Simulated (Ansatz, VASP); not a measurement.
GaP in VASP and in Ansatz

The input POSCAR:

```
GaP
1.0
    0.0000000000      2.7256965861      2.7256965861
    2.7256965861      0.0000000000      2.7256965861
    2.7256965861      2.7256965861      0.0000000000
Ga P
1 1
Direct
    0.0000000000      0.0000000000      0.0000000000
    0.7500000000      0.7500000000      0.7500000000
```

File INCAR.step1:

```
PREC     = Accurate       # precision mode
ENCUT    = 520            # plane-wave cutoff, eV
ISMEAR   = -4             # smearing method
SIGMA    = 0.1            # smearing width, eV
LREAL    = False          # projectors in reciprocal space
LASPH    = True           # aspherical terms in the spheres
NELM     = 100            # most SCF steps
NBANDS   = 16             # bands
GGA      = PE             # functional
ALGO     = Normal         # electronic algorithm
EDIFF    = 1E-4           # SCF threshold, eV
LWAVE    = True           # write WAVECAR
LCHARG   = False          # write CHGCAR
```

INCAR.step2

```
PREC     = Accurate       # precision mode
ENCUT    = 520            # plane-wave cutoff, eV
EDIFF    = 1E-6           # SCF threshold, eV
ISMEAR   = -4             # smearing method
SIGMA    = 0.1            # smearing width, eV
LREAL    = False          # projectors in reciprocal space
LASPH    = True           # aspherical terms in the spheres
NELM     = 100            # most SCF steps
ALGO     = Normal         # electronic algorithm
ISIF     = 2              # what is computed and relaxed
LWAVE    = False          # write WAVECAR
LCHARG   = True           # write CHGCAR
METAGGA  = R2SCAN         # meta-GGA
LMIXTAU  = True         
LELF     = True           # ELF
LVHAR    = True         
NBANDS   = 16             # bands
ISTART   = 1
```

Contents of KPOINTS:

```
Automatic mesh
0
Gamma
  8 8 8
```

Input for Ansatz:

```yaml
crystal:
  lattice:
    - [0.0, 2.7256965861, 2.7256965861]
    - [2.7256965861, 0.0, 2.7256965861]
    - [2.7256965861, 2.7256965861, 0.0]
  atoms:
    - { symbol: Ga, position: [0.0, 0.0, 0.0] }
    - { symbol: P, position: [0.75, 0.75, 0.75] }
basis:
  ecutwfc: 500
  ecutrho_ratio: 4
kpoints:
  mp_grid: { grid: [8, 8, 8] }
hamiltonian:
  xc: r2scan
scf:
  occupations: { method: tetrahedron_uncorrected }
output:
  forces: true
  stress: true
```

Alike in both runs: task single point; functional r2SCAN; k mesh 8 × 8 × 8; no spin polarisation.

```csv
,VASP,Ansatz
version,VASP 6.6.1,Ansatz 0.2.0
potentials or method,"VASP PAW PBE potentials, release 64 (Ga_d, P), cutoff 520 eV","scalar-relativistic, plane waves, PAW"
occupations,tetrahedron,tetrahedron-uncorrected
valence electrons in the cell,18,18
```

|  | VASP | Ansatz | Ansatz less VASP |
| --- | --- | --- | --- |
| gap on the k mesh at the Fermi level (eV) | 1.90 | 1.90 | -0.008 |
| pressure (GPa) | -0.1 | 0.0 | +0.06 |

VASP's potentials were made for PBE, not for r2SCAN. Ansatz's warnings: band table not solved further.
